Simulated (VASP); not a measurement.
Set up this calculation in VASP 6.6.1, as the native input.

```
Task                   : single point
Functional             : PBE
Potentials or basis    : VASP PAW PBE potentials, release 64 (In_d, P)
Cutoff                 : 400 eV
k mesh                 : 2 × 2 × 2, shifted
Occupations            : gaussian, width 0.02 eV
Spin                   : collinear spin
Starting moments       : [0.0, 0.0, 0.0, 0.0, 0.0, 0.0, 0.0, 0.0, 0.0, 0.0, 0.0, 0.0, 0.0, 0.0, 0.0, 0.25, 0.0, 0.0, 0.25, 0.0, 0.25, 0.0, 0.0, 0.0, 0.0, 0.0, 0.0, 0.25, 0.0, 0.0, 0.0] μB
Dipole correction      : no
Further INCAR settings : LREAL = Auto; ALGO = Normal; EDIFF = 1e-06; NBANDS = 162
```

The structure of In15P16 (a cell with a defect) lies in POSCAR:

```
In15P16
1.0
   -5.9597880289      5.9597880289      5.9597880289
    5.9597880289     -5.9597880289      5.9597880289
    5.9597880289      5.9597880289     -5.9597880289
In P
15 16
Direct
    0.5000000000      0.7460435631      0.7515781038
    0.5000000000      0.0000000000      0.5000000000
    0.7460435631      0.2515781038      0.0000000000
    0.5000000000      0.2515781038      0.2460435631
    0.7460435631      0.5000000000      0.7515781038
    0.7484218962      0.7484218962      0.4944654593
    0.0000000000      0.0000000000      0.0000000000
    0.7484218962     -0.0055345407      0.2484218962
    0.0055345407      0.2539564369      0.7539564369
    0.0000000000      0.5000000000      0.5000000000
    0.2515781038      0.7460435631      0.0000000000
   -0.0055345407      0.7484218962      0.2484218962
    0.2539564369      0.0055345407      0.7539564369
    0.2539564369      0.2539564369      0.5055345407
    0.2515781038      0.5000000000      0.2460435631
    0.2599693459      0.5000000000      0.0000000000
    0.2509367629      0.7510602404      0.7509367629
    0.2489397596     -0.0001234774      0.4998765226
    0.5000000000      0.2599693459      0.0000000000
    0.2509367629      0.2509367629      0.2510602404
    0.5000000000      0.5000000000      0.7599693459
    0.5000000000      0.7490632371      0.5001234774
    0.7490632371      0.0001234774      0.0000000000
    0.5000000000      0.0001234774      0.2490632371
    0.7510602404      0.2509367629      0.7509367629
    0.7490632371      0.5000000000      0.5001234774
    0.0001234774      0.7490632371      0.0000000000
    0.7400306541      0.7400306541      0.2400306541
   -0.0001234774     -0.0001234774      0.7489397596
   -0.0001234774      0.2489397596      0.4998765226
    0.0001234774      0.5000000000      0.2490632371
```

This cell differs from its parent crystal: atoms taken out, then relaxed in part.

One way to write it, as run:

INCAR

```
SYSTEM = In15P16
  PREC = Accurate
  ENCUT = 400
  EDIFF = 1E-6
  ISMEAR = 0
  SIGMA = 0.02
  LREAL = Auto
  LASPH = .True.
  NELM = 200
  ALGO = Normal
  ISIF = 2
  LWAVE = .False.
  LCHARG = .True.
  ISPIN = 2
  MAGMOM = 0 0 0 0 0 0 0 0 0 0 0 0 0 0 0 0.25 0 0 0.25 0 0.25 0 0 0 0 0 0 0.25 0 0 0
  LORBIT = 11
  GGA = PE
  LVHAR = .True.
  NBANDS = 162
  GGA_COMPAT = .False.
  KPAR = 2
  NCORE = 2
```

KPOINTS

```
Automatic mesh
0
Gamma
  2 2 2
  0.5 0.5 0.5
```

Potentials or basis: VASP PAW PBE potentials, release 64 (In_d, P).

Command:

```console
$ cat potpaw_PBE.64/In_d/POTCAR potpaw_PBE.64/P/POTCAR > POTCAR
$ mpirun -np 4 vasp_std > vasp.out
```

Results of the run:

* Pressure: -0.8 GPa
* Largest force: 0.006 eV/Å
* Net moment: 1.50 μB per cell
* Site moments: In +0.00, +0.01 (each value once); P +0.12, +0.02 (each value once) μB
* Valence electrons inside the program's atomic spheres: In 11.43, 11.42 (each value once); P 2.45, 2.49 (each value once)

Caveat: the k points lie up to 0.37 Å⁻¹ apart; the cell differs from its parent crystal (atoms taken out, then relaxed in part); a moment this small can come from the mesh or the smearing.

Run time: 6.4 min on 4 MPI ranks on Oxide Virtual Turin-like Processor, on a shared host, peak memory 0.62 GiB a rank.
